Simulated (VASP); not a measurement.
Here is a VASP 6.6.1 calculation.

INCAR

```
  PREC = Accurate
  ENCUT = 520
  EDIFF = 1E-6
  ISMEAR = 0
  SIGMA = 0.1
  LREAL = F
  LASPH = T
  NELM = 60
  ALGO = Fast
  ISIF = 2
  LWAVE = F
  LCHARG = F
  LDIPOL = T
  IDIPOL = 3
  DIPOL = 0.5 0.5 0.324
  GGA = PE
  IBRION = 2
  NSW = 36
  EDIFFG = -0.025
```

The input KPOINTS:

```
Automatic mesh
0
Gamma
  5 5 1
```

The input POSCAR:

```
Al12O
1.0
    5.7135165838      0.0000000000      0.0000000000
    0.0000000000      5.7135165838      0.0000000000
    0.0000000000      0.0000000000     19.6746954361
Al O
12 1
Selective dynamics
Direct
    0.2500000000      0.2500000000      0.2033068320  F F F
    0.2500000000      0.7500000000      0.2033068320  F F F
    0.7500000000      0.2500000000      0.2033068320  F F F
    0.7500000000      0.7500000000      0.2033068320  F F F
    0.0000000000      0.0000000000      0.3092728611  F F F
    0.0000000000      0.5000000000      0.3092728611  F F F
    0.5000000000      0.0000000000      0.3092728611  F F F
    0.5000000000      0.5000000000      0.3092728611  F F F
    0.2500000000      0.2500000000      0.4154928580  F F F
    0.2500000000      0.7500000000      0.4154928580  F F F
    0.7500000000      0.2500000000      0.4154928580  F F F
    0.7500000000      0.7500000000      0.4154928580  F F F
    0.3333333333      0.3333333333      0.4932686175  F F T
```

Potentials or basis: VASP PAW PBE potentials, release 64 (Al, O).

The run is started by

```bash
$ cat potpaw_PBE.64/Al/POTCAR potpaw_PBE.64/O/POTCAR > POTCAR
$ mpirun -np 1 vasp_std > vasp.out
```

(1) What does it give for the band gap on the k mesh?

(2) Predict the energy gained by relaxing.

Answers

(1) zero (bands 21 and 22 overlap by 0.80 eV).

(2) 0.1 meV/atom.
